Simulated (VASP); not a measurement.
Input of a VASP 6.6.1 run:

INCAR

```
PREC = Accurate
ENCUT = 520
EDIFF = 1E-7
ISMEAR = 0
SIGMA = 0.02
LREAL = F
LASPH = T
NELM = 60
ALGO = Normal
ISIF = 2
LWAVE = F
LCHARG = F
LDIPOL = T
IDIPOL = 3
DIPOL = 0.5 0.5 0.500
GGA = PE
IVDW = 12
NBANDS = 20
```

File KPOINTS:

```
Automatic mesh
0
Gamma
  9 9 1
```

The input POSCAR:

```
Te2Mo
1.0
    3.4100000000      0.0000000000      0.0000000000
   -1.7050000000      2.9531466269      0.0000000000
    0.0000000000      0.0000000000     33.2698832047
Te Mo
2 1
Direct
    0.3333333333      0.6666666667      0.4472796466
    0.3333333333      0.6666666667      0.5527203534
    0.6666666667      0.3333333333      0.5000000000
```

Potentials or basis: VASP PAW PBE potentials, release 64 (Te, Mo_sv).

The run is started by

```bash
$ cat potpaw_PBE.64/Te/POTCAR potpaw_PBE.64/Mo_sv/POTCAR > POTCAR
$ mpirun -np 1 vasp_std > vasp.out
```

(1) Estimate the band gap on the k mesh.

(2) Predict the largest force.

(3) What does it give for the dispersion energy per atom?

Answers

(1) 1.33 eV, direct.

(2) 1.599 eV/Å.

(3) -0.429 eV.

Caveat: spin-orbit coupling is left out, which moves the levels of the heavy elements.
